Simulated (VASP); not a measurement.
# Cs2AgBiBr6 (P1) in VASP: single point with PBE

Aim: the single point of Cs2AgBiBr6 with PBE.

Program: VASP 6.6.1. These are calculated values, not measurements. Logs are shortened: lines on timing, memory, paths and dates and some standing lists are left out, and cuts for length are marked.

## 1. The cell of the first run

The typed cell holds 10 atoms: a = 7.872 Å, b = 7.926 Å, c = 7.907 Å, α = 59.49°, β = 59.76°, γ = 59.89°.

## 2. Single point, PBE

INCAR

```
ALGO = Normal
EDIFF = 1E-7
ENCUT = 520
GGA = PE
ISIF = 2
ISMEAR = 0
LASPH = T
LCHARG = T
LELF = T
LREAL = F
LVHAR = T
LWAVE = F
NBANDS = 54
NELM = 60
PREC = Accurate
SIGMA = 0.1
```

KPOINTS

```
k-points
0
Gamma
  3 3 3
```

POSCAR

```
Cs2AgBiBr6
1.0
    0.0300130000      5.5684370000      5.5642360000
    5.6271540000      0.0131150000      5.5811340000
    5.6118070000      5.5699880000      0.0284620000
Bi Ag Cs Br
1 1 2 6
Direct
   -0.0013631306      0.9931992148      0.0097629832
    0.5093337289      0.5068113597      0.4952153196
    0.2380730422      0.2640197620      0.2390112230
    0.7509211007      0.7476388484      0.7385349619
    0.2593219346      0.7531868291      0.2429181354
    0.2614444462      0.7844916444      0.7043570766
    0.7348788996      0.2501742634      0.7678056235
    0.7364371048      0.2713047038      0.2318263910
    0.2614817072      0.2588330021      0.7163728166
    0.7510737866      0.7402187826      0.2345577706
```

Potentials or basis: VASP PAW PBE potentials, release 64 (Bi_d, Ag, Cs_sv, Br).

The run is started by

```
$ cat potpaw_PBE.64/Bi_d/POTCAR potpaw_PBE.64/Ag/POTCAR potpaw_PBE.64/Cs_sv/POTCAR potpaw_PBE.64/Br/POTCAR > POTCAR
$ mpirun -np 1 vasp_std > vasp.out
```

OUTCAR:

```text
EDIFF = 1E-7
   ENCUT = 520
   GGA = PE
   ISIF = 2
   ISMEAR = 0
   LASPH = T
   LREAL = F
   NELM = 60
   PREC = Accurate

 ion  position               nearest neighbor table
   1  0.999  0.993  0.010-   5 2.75  10 2.79   8 2.81   7 2.81   6 2.90   9 2.94
   2  0.509  0.507  0.495-  10 2.65   6 2.74   9 2.77   7 2.78   5 2.79   8 2.80
   3  0.238  0.264  0.239-
   4  0.751  0.748  0.739-
   5  0.259  0.753  0.243-   1 2.75   2 2.79
   6  0.261  0.784  0.704-   2 2.74   1 2.90
   7  0.735  0.250  0.768-   2 2.78   1 2.81
   8  0.736  0.271  0.232-   2 2.80   1 2.81
   9  0.261  0.259  0.716-   2 2.77   1 2.94
  10  0.751  0.740  0.235-   2 2.65   1 2.79

  LATTYP: Found a triclinic cell.
 ALAT       =    13.6382186979
 B/A-ratio  =     0.5760026534
 C/A-ratio  =     0.5772048770
 COS(alpha) =     0.0007480456
 COS(beta)  =     0.2861262198
 COS(gamma) =     0.8658178014

  Lattice vectors:

 A1 = (   5.6124880000, -11.1121950000,   5.5695700000)
 A2 = (   0.0153470000,  -5.5568730000,   5.5526720000)
 A3 = (  -0.0300130000,  -5.5684370000,  -5.5642360000)

Analysis of symmetry for initial positions (statically):
=====================================================================
 Subroutine PRICEL returns:
 Original cell was already a primitive cell.

 Routine SETGRP: Setting up the symmetry group for a
 triclinic supercell.

 Subroutine GETGRP returns: Found  1 space group operations
 (whereof  1 operations were pure point group operations)
 out of a pool of  2 trial point group operations.

The static configuration has the point symmetry C_1 .

Analysis of symmetry for dynamics (positions and initial velocities):
=====================================================================
 Subroutine PRICEL returns:
 Original cell was already a primitive cell.

 Routine SETGRP: Setting up the symmetry group for a
 triclinic supercell.

 Subroutine GETGRP returns: Found  1 space group operations
 (whereof  1 operations were pure point group operations)
 out of a pool of  2 trial point group operations.

The dynamic configuration has the point symmetry C_1 .

 Subroutine INISYM returns: Found  1 space group operations
 (whereof  1 operations are pure point group operations),
 and found     1 'primitive' translations

----------------------------------------------------------------------------------------

                                     Primitive cell

  volume of cell :     346.5713

  direct lattice vectors                    reciprocal lattice vectors
     0.030013000  5.568437000  5.564236000    -0.089697199  0.089909596  0.090225533
     5.627154000  0.013115000  5.581134000     0.088969392 -0.090095640  0.089683769
     5.611807000  5.569988000  0.028462000     0.089462737  0.089861178 -0.090411577

  length of vectors
     7.872046346  7.925534106  7.906829593     0.155788221  0.155164286  0.155733316

  position of ions in fractional coordinates (direct lattice)
     0.998636869  0.993199215  0.009762983
     0.509333729  0.506811360  0.495215320
     0.238073042  0.264019762  0.239011223
     0.750921101  0.747638848  0.738534962
     0.259321935  0.753186829  0.242918135
     0.261444446  0.784491644  0.704357077
     0.734878900  0.250174263  0.767805624
     0.736437105  0.271304704  0.231826391
     0.261481707  0.258833002  0.716372817
     0.751073787  0.740218783  0.234557771

  ion indices of the primitive-cell ions
   primitive index   ion index
                 1           1
                 2           2
                 3           3
                 4           4
                 5           5
                 6           6
                 7           7
                 8           8
                 9           9
                10          10

----------------------------------------------------------------------------------------

 KPOINTS: k-points

Automatic generation of k-mesh.
 Grid dimensions read from file:
 generate k-points for:    3    3    3

 Generating k-lattice:

  Cartesian coordinates                     Fractional coordinates (reciprocal lattice)
    -0.029899066  0.029969865  0.030075178     0.333333333  0.000000000  0.000000000
     0.029656464 -0.030031880  0.029894590    -0.000000000  0.333333333  0.000000000
     0.029820912  0.029953726 -0.030137192     0.000000000 -0.000000000  0.333333333

  Length of vectors
     0.051929407  0.051721429  0.051911105

  Shift w.r.t. Gamma in fractional coordinates (k-lattice)
     0.000000000  0.000000000  0.000000000

 Subroutine IBZKPT returns following result:
 ===========================================

 Found     14 irreducible k-points:

 Following reciprocal coordinates:
            Coordinates               Weight
  0.000000  0.000000  0.000000      1.000000
  0.333333  0.000000  0.000000      2.000000
 -0.000000  0.333333 -0.000000      2.000000
  0.333333  0.333333  0.000000      2.000000
 -0.333333  0.333333 -0.000000      2.000000
 -0.000000  0.000000  0.333333      2.000000
  0.333333 -0.000000  0.333333      2.000000
 -0.333333  0.000000  0.333333      2.000000
 -0.000000  0.333333  0.333333      2.000000
  0.333333  0.333333  0.333333      2.000000
 -0.333333  0.333333  0.333333      2.000000
  0.000000 -0.333333  0.333333      2.000000
  0.333333 -0.333333  0.333333      2.000000
 -0.333333 -0.333333  0.333333      2.000000
   k-points           NKPTS =     14   k-points in BZ     NKDIM =     14   number of bands    NBANDS=     54
   number of dos      NEDOS =    301   number of ions     NIONS =     10
   total plane-waves  NPLWV = 216000
   dimension x,y,z NGX =    60 NGY =   60 NGZ =   60
   dimension x,y,z NGXF=   120 NGYF=  120 NGZF=  120
   ions per type =               1   1   2   6
   NGX,Y,Z   is equivalent  to a cutoff of  12.67, 12.59, 12.62 a.u.
   NGXF,Y,Z  is equivalent  to a cutoff of  25.34, 25.17, 25.23 a.u.
 SYSTEM =  unknown system
   PREC   = accura    normal or accurate (medium, high low for compatibility)
   ISTART =      0    job   : 0-new  1-cont  2-samecut
   ICHARG =      2    charge: 1-file 2-atom 10-const
   ISPIN  =      1    spin polarized calculation?
   LNONCOLLINEAR =      F non collinear calculations
   LSORBIT =      F    spin-orbit coupling
   LASPH  =      T    aspherical Exc in radial PAW
   ENCUT  =  520.0 eV  38.22 Ry    6.18 a.u.  14.64 14.74 14.70*2*pi/ulx,y,z
   NELM   =     60;   NELMIN=  2; NELMDL= -5     # of ELM steps
   EDIFF  = 0.1E-06   stopping-criterion for ELM
   LREAL  =      F    real-space projection
   EDIFFG = 0.1E-05   stopping-criterion for IOM
   NSW    =      0    number of steps for IOM
   IBRION =     -1    ionic relax: 0-MD 1-quasi-New 2-CG
   NFREE  =      0    steps in history (QN), initial steepest desc. (CG)
   ISIF   =      2    stress and relaxation
   ISYM   =      2    0-nonsym 1-usesym 2-fastsym
   POTIM  = 0.5000    time-step for ionic-motion
   TEBEG  =    0.0;   TEEND  =   0.0 temperature during run
   PSTRESS=    0.0 pullay stress
   NELECT =      86.0000    total number of electrons
   NUPDOWN=      -1.0000    fix difference up-down
   EMIN   =  10.00;   EMAX   =-10.00  energy-range for DOS
   EFERMI =   0.00;   METHOD = LEGACY
   ISMEAR =     0;   SIGMA  =   0.10  broadening in eV -4-tet -1-fermi 0-gaus
   EFERMI_NEDOS =   21; number of points for ismear=-14 and -15
   IALGO  =     38    algorithm
   IMIX   =      4    mixing-type and parameters
     AMIX     =   0.40;   BMIX     =  1.00
     AMIX_MAG =   1.60;   BMIX_MAG =  1.00
  volume/ion in A,a.u.               =      34.66       233.88
  Fermi-wavevector in a.u.,A,eV,Ry     =   1.028751  1.944057 14.399424  1.058328
  Thomas-Fermi vector in A             =   2.162763
   LORBIT       =      0    0 simple, 1 ext, 2 COOP (PROOUT), +10 PAW based schemes
   GGA     = PE    functional components
   LHFCALC =     F    Hartree Fock is set to
   AEXX    =    0.0000 exact exchange contribution
   IVDW    =     0    specifies the selected vdW correction
   LEPSILON=     F    determine dielectric tensor
   LRPA    =     F    only Hartree local field effects (RPA)
 non-spin polarized calculation
 Gauss-broadening in eV      SIGMA  =   0.10
  energy-cutoff  :      520.00
  volume of cell :      346.57
 maximum number of plane-waves:      9363
 NGX is ok and might be reduce to    60
   NGX = 29   NGY = 29   NGZ = 29

 number of electron      86.0000003 magnetization

 Free energy of the ion-electron system (eV)
  ---------------------------------------------------
  ext. energy  EPLUGINS =         0.00000000
  ---------------------------------------------------
  free energy    TOTEN  =       -29.27738431 eV

  energy without entropy =      -29.27738431  energy(sigma->0) =      -29.27738431

 E-fermi :   1.7410     XC(G=0):  -8.2655

 val. band max:        1.2732249327   @ k =  -0.3333   0.3333  -0.0000
 cond. band min:       3.1183622134   @ k =   0.3333   0.0000   0.0000
 fundamental gap:      1.8451372807
 Fermi energy:         1.7409997930

 k-point     1 :       0.0000    0.0000    0.0000
  band No.  band energies     occupation
      1     -21.5540      2.00000
      2     -21.5484      2.00000
      3     -21.5221      2.00000
      4     -21.5125      2.00000
      5     -21.5086      2.00000
      6     -19.1845      2.00000
[... 46 lines left out ...]
     53       7.0193      0.00000
     54       7.0620      0.00000

 k-point     2 :       0.3333    0.0000    0.0000
  band No.  band energies     occupation
      1     -21.5540      2.00000
      2     -21.5484      2.00000
      3     -21.5221      2.00000
      4     -21.5125      2.00000
      5     -21.5086      2.00000
      6     -19.1837      2.00000
[... 46 lines left out ...]
     53       7.4661      0.00000
     54       7.6543      0.00000
[... 625 lines left out ...]
     53       7.6715      0.00000
     54       7.9851      0.00000

 k-point    14 :      -0.3333   -0.3333    0.3333
  band No.  band energies     occupation
      1     -21.5540      2.00000
      2     -21.5484      2.00000
      3     -21.5221      2.00000
      4     -21.5125      2.00000
      5     -21.5086      2.00000
      6     -19.1833      2.00000
[... 46 lines left out ...]
     53       7.6683      0.00000
     54       7.9622      0.00000

------------------------ aborting loop because EDIFF is reached ----------------------------------------

  FORCE on cell =-STRESS in cart. coord.  units (eV):
  Direction    XX          YY          ZZ          XY          YZ          ZX
  --------------------------------------------------------------------------------------
  -------------------------------------------------------------------------------------
  Total        4.2204490      6.3348765      4.7750544      0.0245723     -0.1140619      0.0806151
  in kB       19.5108698     29.2857345     22.0747755      0.1135961     -0.5273008      0.3726785
  external PRESSURE =      23.6237933 kB  Pullay stress =       0.0000000 kB

 VOLUME and BASIS-vectors are now :
 -----------------------------------------------------------------------------
  energy-cutoff  :      520.00
  volume of cell :      346.57
      direct lattice vectors                 reciprocal lattice vectors
     0.030013000  5.568437000  5.564236000    -0.089697199  0.089909596  0.090225533
     5.627154000  0.013115000  5.581134000     0.088969392 -0.090095640  0.089683769
     5.611807000  5.569988000  0.028462000     0.089462737  0.089861178 -0.090411577

 POSITION                                       TOTAL-FORCE (eV/Angst)
 -----------------------------------------------------------------------------------
      5.67365      5.62825     11.10011        -0.258222     -0.399699      0.603236
      5.64625      5.60118      5.67673        -0.001809      0.111877     -0.386083
      2.83411      2.66045      2.80503        -0.030571      0.007080      0.016271
      8.37413      8.30489      8.37200         0.022875     -0.006420      0.044123
      5.60929      2.80695      5.65348         0.005236      0.283000     -0.019524
      8.37502      5.38939      5.85314         0.169559      0.083917     -0.160848
      5.73860      8.37208      5.50715        -0.064875     -0.376157      0.018703
      2.84974      5.39563      5.61850         0.049428      0.165456     -0.024906
      5.48449      5.44963      2.91992         0.144288      0.046512     -0.226730
      5.50416      5.49850      8.31709        -0.035910      0.084434      0.135758
 -----------------------------------------------------------------------------------
    total drift:                               -0.000960      0.000102      0.000154

  FREE ENERGIE OF THE ION-ELECTRON SYSTEM (eV)
  ---------------------------------------------------
  free  energy   TOTEN  =       -29.2773843149 eV

  energy  without entropy=      -29.2773843149  energy(sigma->0) =      -29.27738431
```

Wall time 11 min (1 thread of Oxide Virtual Turin-like, shared host); peak memory 0.61 GiB.

What came out:

* Free energy: -29.2774 eV
* Pressure: 2.4 GPa
* Largest force: 0.768 eV/Å
* Band gap on the k mesh: 1.85 eV (least direct gap 2.40 eV)

Forces in eV/Å, atoms in the order of the input:
```
Bi  -0.258 -0.400  0.603
Ag  -0.002  0.112 -0.386
Cs  -0.031  0.007  0.016
Cs   0.023 -0.006  0.044
Br   0.005  0.283 -0.020
Br   0.170  0.084 -0.161
Br  -0.065 -0.376  0.019
Br   0.049  0.165 -0.025
Br   0.144  0.047 -0.227
Br  -0.036  0.084  0.136
```

Caveat: spin-orbit coupling is left out, which moves the levels of the heavy elements.
